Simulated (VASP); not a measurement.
## C: single point with PBE+D3(BJ)

C:

```
C
1.0
     2.46474    0.00000    0.00000
    -1.23237    2.13453    0.02668
     0.00000    0.04459    3.56743
C
2
Direct
  0.33333 0.66667 0.00000
  0.66667 0.33333 0.00000
```

This cell differs from its parent crystal: strain +0.0250 x Voigt [0, 0, 0, 1, 0, 0].

* Program: VASP 6.6.1
* Task: single point
* Functional: PBE
* Dispersion: D3(BJ)
* Potentials or basis: VASP PAW PBE potentials, release 64 (C)
* Cutoff: 520 eV
* k mesh: 30 × 30 × 18
* Occupations: gaussian, width 0.15 eV
* Spin: no spin polarisation
* Dipole correction: no
* Further INCAR settings: ALGO = Fast; EDIFF = 1e-06; NBANDS = 11

```
Pressure                   : 0.4 GPa
Band gap on the k mesh     : zero (bands 4 and 5 overlap by 0.92 eV)
Dispersion energy per atom : -0.145 eV
```

Stress tensor (GPa, compression positive):
```
 0.63  0.00  0.00
 0.00  0.56  0.11
 0.00  0.11 -0.02
```

Levels at points of the mesh, in eV from the Fermi level:
| k point | band 1 | band 2 | band 3 | band 4 | band 5 | band 6 | band 7 | band 8 |
| --- | --- | --- | --- | --- | --- | --- | --- | --- |
| (0.00, 0.00, 0.00) | -19.62 | -6.88 | -3.05 | -3.05 | 3.83 | 8.29 | 8.29 | 11.57 |
| (0.50, 0.00, 0.00) | -14.35 | -13.30 | -6.43 | -1.86 | 2.35 | 7.26 | 10.93 | 11.22 |
| (0.00, 0.50, 0.00) | -14.35 | -13.30 | -6.43 | -1.86 | 2.35 | 7.26 | 10.94 | 11.23 |
| (0.00, 0.00, 0.50) | -19.44 | -8.31 | -3.03 | -3.03 | 8.35 | 8.35 | 9.20 | 11.32 |
| (0.50, 0.00, 0.50) | -14.22 | -13.19 | -6.41 | -2.85 | 1.05 | 7.50 | 13.12 | 16.19 |
| (0.00, 0.50, 0.50) | -14.22 | -13.19 | -6.40 | -2.85 | 1.06 | 7.51 | 13.11 | 16.15 |

Run time: 8.3 min on 1 thread of Oxide Virtual Turin-like Processor (shared host), peak memory 0.69 GiB.

Caveat: the cell differs from its parent crystal (strain +0.0250 x Voigt [0, 0, 0, 1, 0, 0]).
